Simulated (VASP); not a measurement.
Crystal: SrO.

```
Sr O
1.0
     3.23681    0.00000    0.00000
    -1.61841    2.80316    0.00000
     0.00000    0.00000    7.83786
Sr O
2 2
Direct
  0.00000 0.00000 0.79924
  0.00000 0.00000 0.20076
  0.33333 0.66667 0.00000
  0.66667 0.33333 0.00000
```

```yaml
Program: VASP 6.6.1
Task: relaxation of cell and atoms
Functional: PBE
Potentials_or_basis: VASP PAW PBE potentials, release 64 (Sr_sv, O)
Cutoff: 600 eV
k_mesh: 6 × 6 × 2
Occupations: gaussian, width 0.1 eV
Spin: no spin polarisation
```

At the start: pressure 33.6 GPa; volume 17.78 Å³/atom.

Question: Where does the relaxation end?

Answer: Over 10 steps the energy falls by 1082.1 meV/atom and the volume is 24.06 Å³/atom (+35.4 %); space group P6/mmm (No. 191, to 0.05 Å).

Step by step:
```
step  energy change (eV)  largest force (eV/Å)  pressure (GPa)  volume (Å³)
   1              0.0000                0.5814           33.56        71.12
   2             -3.6692                1.7488           -7.72       114.46
   3             -3.9315                1.6740           -2.77       101.74
   4             -3.9360                1.6999           -3.50       103.23
   5             -4.2998                0.1680           -1.44        98.65
   6             -4.3082                0.1121           -1.78        99.25
   7             -4.3271                0.1020            0.51        95.62
   8             -4.3284                0.0588           -0.02        96.34
   9             -4.3283                0.0615            0.02        96.28
  10             -4.3286                0.0245            0.00        96.26
```

Final structure:
```cif
data_structure
_symmetry_space_group_name_H-M 'P 1'
_symmetry_Int_Tables_number 1
_cell_length_a 3.9204
_cell_length_b 3.9204
_cell_length_c 7.2319
_cell_angle_alpha 90.000
_cell_angle_beta 90.000
_cell_angle_gamma 120.000
_cell_volume 96.26
loop_
_atom_site_label
_atom_site_type_symbol
_atom_site_fract_x
_atom_site_fract_y
_atom_site_fract_z
_atom_site_occupancy
Sr1 Sr 0.00000 0.00000 0.80519 1
Sr2 Sr 0.00000 0.00000 0.19481 1
O1 O 0.33333 0.66667 0.00000 1
O2 O 0.66667 0.33333 0.00000 1
```

Caveat: the k points lie up to 0.43 Å⁻¹ apart in the final cell; the volume moved by over 15 % at a fixed basis, so the end points are rough.
